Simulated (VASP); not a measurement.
# Al (Immm) in VASP: notebook

Runs on Al. Level: PBE. Tasks: single point.

All numbers are computed with VASP 6.6.1; they aren't measurements. Logs are shortened: lines on timing, memory, paths and dates and some standing lists are left out, and cuts for length are marked.

**1. The cell of the first run**

The structure is orthorhombic, space group Immm (No. 71). Conventional cell: a = 2.719 Å, b = 3.005 Å, c = 4.048 Å, α = 90.00°, β = 90.00°, γ = 90.00°. Within 3.6 Å of Al (site symmetry mmm) lie 12 Al at 2.72 to 3.01 Å.

**2. Single point, PBE (strain -0.1000 x Voigt [0, 0, 0, 0, 0, 1])**

INCAR

```
PREC = Accurate
ENCUT = 520
EDIFF = 1E-6
ISMEAR = 0
SIGMA = 0.15
LREAL = False
LASPH = True
NELM = 60
ALGO = Fast
ISIF = 2
LWAVE = False
LCHARG = False
GGA = PE
NBANDS = 8
```

KPOINTS

```
Automatic mesh
0
Gamma
  20 20 20
```

POSCAR

```
Al
1.0
   -0.1011990000      2.0239800000      2.0239800000
    2.0239800000     -0.1011990000      2.0239800000
    1.9227810000      1.9227810000      0.0000000000
Al
1
Direct
    0.0000000000      0.0000000000      0.0000000000
```

Potentials or basis: VASP PAW PBE potentials, release 64 (Al).

On the command line:

```sh
cat potpaw_PBE.64/Al/POTCAR > POTCAR
mpirun -np 1 vasp_std > vasp.out
```

OUTCAR:

```text
PREC = Accurate
   ENCUT = 520
   EDIFF = 1E-6
   ISMEAR = 0
   LREAL = False
   LASPH = True
   NELM = 60
   ISIF = 2
   GGA = PE

 ion  position               nearest neighbor table
   1  0.000  0.000  0.000-

  LATTYP: Found a body centered orthorhombic cell.
 ALAT       =     2.7192229677
 B/A-ratio  =     1.1052631579
 C/A-ratio  =     1.4886458551

  Lattice vectors:

 A1 = (   0.1011990000,  -2.0239800000,  -2.0239800000)
 A2 = (  -0.1011990000,   2.0239800000,  -2.0239800000)
 A3 = (   2.0239800000,  -0.1011990000,   2.0239800000)

Analysis of symmetry for initial positions (statically):
=====================================================================
 Subroutine PRICEL returns:
 Original cell was already a primitive cell.

 Routine SETGRP: Setting up the symmetry group for a
 body centered orthorhombic supercell.

 Subroutine GETGRP returns: Found  8 space group operations
 (whereof  8 operations were pure point group operations)
 out of a pool of  8 trial point group operations.

The static configuration has the point symmetry D_2h.

Analysis of symmetry for dynamics (positions and initial velocities):
=====================================================================
 Subroutine PRICEL returns:
 Original cell was already a primitive cell.

 Routine SETGRP: Setting up the symmetry group for a
 body centered orthorhombic supercell.

 Subroutine GETGRP returns: Found  8 space group operations
 (whereof  8 operations were pure point group operations)
 out of a pool of  8 trial point group operations.

The dynamic configuration has the point symmetry D_2h.

 Subroutine INISYM returns: Found  8 space group operations
 (whereof  8 operations are pure point group operations),
 and found     1 'primitive' translations

----------------------------------------------------------------------------------------

                                     Primitive cell

  volume of cell :      16.5410

  direct lattice vectors                    reciprocal lattice vectors
    -0.101199000  2.023980000  2.023980000    -0.235274299  0.235274299  0.247038014
     2.023980000 -0.101199000  2.023980000     0.235274299 -0.235274299  0.247038014
     1.922781000  1.922781000  0.000000000     0.260040015  0.260040015 -0.247038014

  length of vectors
     2.864128370  2.864128370  2.719222968     0.414410150  0.414410150  0.443023023

  position of ions in fractional coordinates (direct lattice)
     0.000000000  0.000000000  0.000000000

  ion indices of the primitive-cell ions
[... 79 lines left out ...]
   NFREE  =      0    steps in history (QN), initial steepest desc. (CG)
   ISIF   =      2    stress and relaxation
   ISYM   =      2    0-nonsym 1-usesym 2-fastsym
   POTIM  = 0.5000    time-step for ionic-motion
   TEBEG  =    0.0;   TEEND  =   0.0 temperature during run
   PSTRESS=    0.0 pullay stress
   NELECT =       3.0000    total number of electrons
   NUPDOWN=      -1.0000    fix difference up-down
   EMIN   =  10.00;   EMAX   =-10.00  energy-range for DOS
   EFERMI =   0.00;   METHOD = LEGACY
   ISMEAR =     0;   SIGMA  =   0.15  broadening in eV -4-tet -1-fermi 0-gaus
   EFERMI_NEDOS =   21; number of points for ismear=-14 and -15
   IALGO  =     68    algorithm
   IMIX   =      4    mixing-type and parameters
     AMIX     =   0.40;   BMIX     =  1.00
     AMIX_MAG =   1.60;   BMIX_MAG =  1.00
  volume/ion in A,a.u.               =      16.54       111.62
  Fermi-wavevector in a.u.,A,eV,Ry     =   0.926676  1.751164 11.683717  0.858729
  Thomas-Fermi vector in A             =   2.052664
   LORBIT       =      0    0 simple, 1 ext, 2 COOP (PROOUT), +10 PAW based schemes
   GGA     = PE    functional components
   LHFCALC =     F    Hartree Fock is set to
   AEXX    =    0.0000 exact exchange contribution
   IVDW    =     0    specifies the selected vdW correction
   LEPSILON=     F    determine dielectric tensor
   LRPA    =     F    only Hartree local field effects (RPA)
 non-spin polarized calculation
 RMM-DIIS sequential band-by-band and
 Gauss-broadening in eV      SIGMA  =   0.15
  energy-cutoff  :      520.00
  volume of cell :       16.54
 maximum number of plane-waves:       461
 NGX is ok and might be reduce to    24
   NGX = 11   NGY = 11   NGZ = 11

 number of electron       3.0000000 magnetization

 Free energy of the ion-electron system (eV)
  ---------------------------------------------------
  ext. energy  EPLUGINS =         0.00000000
  ---------------------------------------------------
  free energy    TOTEN  =        -3.73061488 eV

  energy without entropy =       -3.72632231  energy(sigma->0) =       -3.72846859

 E-fermi :   7.9778     XC(G=0): -10.1835

 val. band max:        7.9715817222   @ k =  -0.2500  -0.4000   0.4000
 cond. band min:       7.9824371814   @ k =  -0.3000  -0.3000   0.4000
 fundamental gap:      0.0108554592
 Fermi energy:         7.9777757117

 k-point     1 :       0.0000    0.0000    0.0000
  band No.  band energies     occupation
      1      -3.1489      2.00000
      2      19.0878      0.00000
      3      20.3189      0.00000
      4      20.4011      0.00000
      5      21.1261      0.00000
      6      22.2505      0.00000
      7      23.8472      0.00000
      8      25.5060      0.00000
[... 243 lines left out ...]
 k-point    24 :      -0.3500    0.0500    0.0000
  band No.  band energies     occupation
      1       0.2435      2.00000
      2       6.8303      2.00000
      3      16.7765      0.00000
      4      21.0596      0.00000
      5      21.4859      0.00000
      6      21.7199      0.00000
      7      24.0452      0.00000
      8      25.6423      0.00000

 [... further k-points ...]

------------------------ aborting loop because EDIFF is reached ----------------------------------------

  FORCE on cell =-STRESS in cart. coord.  units (eV):
  Direction    XX          YY          ZZ          XY          YZ          ZX
  --------------------------------------------------------------------------------------
  -------------------------------------------------------------------------------------
  Total        0.1047943      0.1047943     -0.0484775      0.3670858      0.0000000      0.0000000
  in kB       10.1504856     10.1504856     -4.6955771     35.5563037      0.0000000      0.0000000
  external PRESSURE =       5.2017980 kB  Pullay stress =       0.0000000 kB

 VOLUME and BASIS-vectors are now :
 -----------------------------------------------------------------------------
  energy-cutoff  :      520.00
  volume of cell :       16.54
      direct lattice vectors                 reciprocal lattice vectors
    -0.101199000  2.023980000  2.023980000    -0.235274299  0.235274299  0.247038014
     2.023980000 -0.101199000  2.023980000     0.235274299 -0.235274299  0.247038014
     1.922781000  1.922781000  0.000000000     0.260040015  0.260040015 -0.247038014

 POSITION                                       TOTAL-FORCE (eV/Angst)
 -----------------------------------------------------------------------------------
      0.00000      0.00000      0.00000         0.000000      0.000000      0.000000
 -----------------------------------------------------------------------------------
    total drift:                                0.000000      0.000000     -0.000000

  FREE ENERGIE OF THE ION-ELECTRON SYSTEM (eV)
  ---------------------------------------------------
  free  energy   TOTEN  =        -3.7306148777 eV

  energy  without entropy=       -3.7263223050  energy(sigma->0) =       -3.72846859
```

OSZICAR:

```text
N       E                     dE             d eps       ncg     rms          rms(c)
DAV:   1    -0.229573009151E+01   -0.22957E+01   -0.88766E+02 18728   0.207E+02
DAV:   2    -0.374551675994E+01   -0.14498E+01   -0.14093E+01 25968   0.190E+01
DAV:   3    -0.375312236858E+01   -0.76056E-02   -0.75988E-02 24368   0.153E+00
DAV:   4    -0.375314023214E+01   -0.17864E-04   -0.17864E-04 28672   0.642E-02
DAV:   5    -0.375314026842E+01   -0.36276E-07   -0.35942E-07 24376   0.170E-03    0.132E+00
RMM:   6    -0.374010622238E+01    0.13034E-01   -0.97515E-04 18683   0.181E-01    0.775E-01
RMM:   7    -0.373060120361E+01    0.95050E-02   -0.32252E-03 22123   0.313E-01    0.121E-01
RMM:   8    -0.373061383818E+01   -0.12635E-04   -0.15372E-04 21030   0.775E-02    0.222E-02
RMM:   9    -0.373061560485E+01   -0.17667E-05   -0.22109E-05 21636   0.288E-02    0.118E-02
RMM:  10    -0.373061487765E+01    0.72720E-06   -0.47684E-06 22150   0.135E-02
   1 F= -.37306149E+01 E0= -.37284686E+01  d E =-.429257E-02
```

stdout:

```text
POSCAR found type information on POSCAR Al
 POSCAR found :  1 types and       1 ions
 scaLAPACK will be used
 LDA part: xc-table for (Slater+PW92), standard interpolation
 POSCAR, INCAR and KPOINTS ok, starting setup
 FFT: planning ... GRIDC
 FFT: planning ... GRID_SOFT
 FFT: planning ... GRID
 WAVECAR not read
 entering main loop
```

Wall time 1.7 min (1 thread of Intel Xeon 8259CL, shared host); peak memory 0.24 GiB.

What came out:

```
Free energy            : -3.7306 eV
Pressure               : 0.5 GPa
Band gap on the k mesh : zero (an odd number of electrons rules out a gap without spin polarisation)
```

Stress tensor (GPa, compression positive):
```
 1.02  3.56  0.00
 3.56  1.02  0.00
 0.00  0.00 -0.47
```

Caveat: the cell differs from its parent crystal (strain -0.1000 x Voigt [0, 0, 0, 0, 0, 1]).

**3. Single point, PBE (strain +0.0875 x Voigt [0, 0, 0, 0, 0, 1])**

INCAR

```
  ALGO = Fast
  EDIFF = 1E-7
  ENCUT = 520
  GGA = PE
  ISIF = 2
  ISMEAR = 0
  LASPH = True
  LCHARG = True
  LELF = True
  LREAL = False
  LVHAR = True
  LWAVE = False
  NBANDS = 8
  NELM = 60
  PREC = Accurate
  SIGMA = 0.15
```

KPOINTS

```
k-points
0
Gamma
  20 20 20
```

POSCAR

```
Al
1.0
    0.0885491250      2.0239800000      2.0239800000
    2.0239800000      0.0885491250      2.0239800000
    2.1125291250      2.1125291250      0.0000000000
Al
1
Direct
    0.0000000000      0.0000000000      0.0000000000
```

Potentials or basis: VASP PAW PBE potentials, release 64 (Al).

On the command line:

```sh
cat potpaw_PBE.64/Al/POTCAR > POTCAR
mpirun -np 1 vasp_std > vasp.out
```

OUTCAR:

```text
EDIFF = 1E-7
   ENCUT = 520
   GGA = PE
   ISIF = 2
   ISMEAR = 0
   LASPH = True
   LREAL = False
   NELM = 60
   PREC = Accurate

 ion  position               nearest neighbor table
   1  0.000  0.000  0.000-

  LATTYP: Found a body centered orthorhombic cell.
 ALAT       =     2.7371125925
 B/A-ratio  =     1.0915032680
 C/A-ratio  =     1.4789161437

  Lattice vectors:

 A1 = (   2.0239800000,   0.0885491250,  -2.0239800000)
 A2 = (  -2.0239800000,  -0.0885491250,  -2.0239800000)
 A3 = (   0.0885491250,   2.0239800000,   2.0239800000)

Analysis of symmetry for initial positions (statically):
=====================================================================
 Subroutine PRICEL returns:
 Original cell was already a primitive cell.

 Routine SETGRP: Setting up the symmetry group for a
 body centered orthorhombic supercell.

 Subroutine GETGRP returns: Found  8 space group operations
 (whereof  8 operations were pure point group operations)
 out of a pool of  8 trial point group operations.

The static configuration has the point symmetry D_2h.

Analysis of symmetry for dynamics (positions and initial velocities):
=====================================================================
 Subroutine PRICEL returns:
 Original cell was already a primitive cell.

 Routine SETGRP: Setting up the symmetry group for a
 body centered orthorhombic supercell.

 Subroutine GETGRP returns: Found  8 space group operations
 (whereof  8 operations were pure point group operations)
 out of a pool of  8 trial point group operations.

The dynamic configuration has the point symmetry D_2h.

 Subroutine INISYM returns: Found  8 space group operations
 (whereof  8 operations are pure point group operations),
 and found     1 'primitive' translations

----------------------------------------------------------------------------------------

[... 113 lines left out ...]
  Thomas-Fermi vector in A             =   2.052463
   LORBIT       =      0    0 simple, 1 ext, 2 COOP (PROOUT), +10 PAW based schemes
   GGA     = PE    functional components
   LHFCALC =     F    Hartree Fock is set to
   AEXX    =    0.0000 exact exchange contribution
   IVDW    =     0    specifies the selected vdW correction
   LEPSILON=     F    determine dielectric tensor
   LRPA    =     F    only Hartree local field effects (RPA)
 non-spin polarized calculation
 RMM-DIIS sequential band-by-band and
 Gauss-broadening in eV      SIGMA  =   0.15
  energy-cutoff  :      520.00
  volume of cell :       16.55
 maximum number of plane-waves:       465
 NGX is ok and might be reduce to    24
   NGX = 11   NGY = 11   NGZ = 11

 number of electron       3.0000000 magnetization

 Free energy of the ion-electron system (eV)
  ---------------------------------------------------
  ext. energy  EPLUGINS =         0.00000000
  ---------------------------------------------------
  free energy    TOTEN  =        -3.73486199 eV

  energy without entropy =       -3.73037538  energy(sigma->0) =       -3.73261868

 E-fermi :   7.9762     XC(G=0): -10.1824

 val. band max:        7.9701090767   @ k =  -0.4500   0.4000   0.2000
 cond. band min:       7.9768006302   @ k =   0.4000   0.0000   0.5000
 fundamental gap:      0.0066915535
 Fermi energy:         7.9762432231

 k-point     1 :       0.0000    0.0000    0.0000
  band No.  band energies     occupation
      1      -3.1496      2.00000
      2      19.2565      0.00000
      3      20.3688      0.00000
      4      20.5876      0.00000
      5      21.2856      0.00000
      6      22.0208      0.00000
      7      23.5994      0.00000
      8      25.2850      0.00000
[... 243 lines left out ...]
 k-point    24 :      -0.3500    0.0500    0.0000
  band No.  band energies     occupation
      1       0.7673      2.00000
      2       7.9842      0.94023
      3      17.5893      0.00000
      4      18.6610      0.00000
      5      18.9536      0.00000
      6      20.6827      0.00000
      7      22.0834      0.00000
      8      25.3935      0.00000

 [... further k-points ...]

------------------------ aborting loop because EDIFF is reached ----------------------------------------

  FORCE on cell =-STRESS in cart. coord.  units (eV):
  Direction    XX          YY          ZZ          XY          YZ          ZX
  --------------------------------------------------------------------------------------
  -------------------------------------------------------------------------------------
  Total        0.0767154      0.0767154     -0.0671269     -0.3048343      0.0000000      0.0000000
  in kB        7.4263676      7.4263676     -6.4981642    -29.5092280      0.0000000      0.0000000
  external PRESSURE =       2.7848570 kB  Pullay stress =       0.0000000 kB

 VOLUME and BASIS-vectors are now :
 -----------------------------------------------------------------------------
  energy-cutoff  :      520.00
  volume of cell :       16.55
      direct lattice vectors                 reciprocal lattice vectors
     0.088549125  2.023980000  2.023980000    -0.258340407  0.258340407  0.247038014
     2.023980000  0.088549125  2.023980000     0.258340407 -0.258340407  0.247038014
     2.112529125  2.112529125  0.000000000     0.236683127  0.236683127 -0.247038014

 POSITION                                       TOTAL-FORCE (eV/Angst)
 -----------------------------------------------------------------------------------
      0.00000      0.00000      0.00000         0.000000      0.000000      0.000000
 -----------------------------------------------------------------------------------
    total drift:                               -0.000000      0.000000      0.000000

  FREE ENERGIE OF THE ION-ELECTRON SYSTEM (eV)
  ---------------------------------------------------
  free  energy   TOTEN  =        -3.7348619894 eV

  energy  without entropy=       -3.7303753802  energy(sigma->0) =       -3.73261868
```

stdout:

```text
POSCAR found type information on POSCAR Al
 POSCAR found :  1 types and       1 ions
 scaLAPACK will be used
 LDA part: xc-table for (Slater+PW92), standard interpolation
 POSCAR, INCAR and KPOINTS ok, starting setup
 FFT: planning ... GRIDC
 FFT: planning ... GRID_SOFT
 FFT: planning ... GRID
 WAVECAR not read
 entering main loop
```

Run time: 2.4 min. Hardware: 1 thread of Intel Xeon 8259CL, shared host; peak memory 0.25 GiB.

What came out:

| Item | Value |
| --- | --- |
| Free energy | -3.7349 eV |
| Pressure | 0.3 GPa |
| Band gap on the k mesh | zero (an odd number of electrons rules out a gap without spin polarisation) |

Stress tensor (GPa, compression positive):
```
 0.74 -2.95  0.00
-2.95  0.74  0.00
 0.00  0.00 -0.65
```

Caveat: the cell differs from its parent crystal (strain +0.0875 x Voigt [0, 0, 0, 0, 0, 1]).
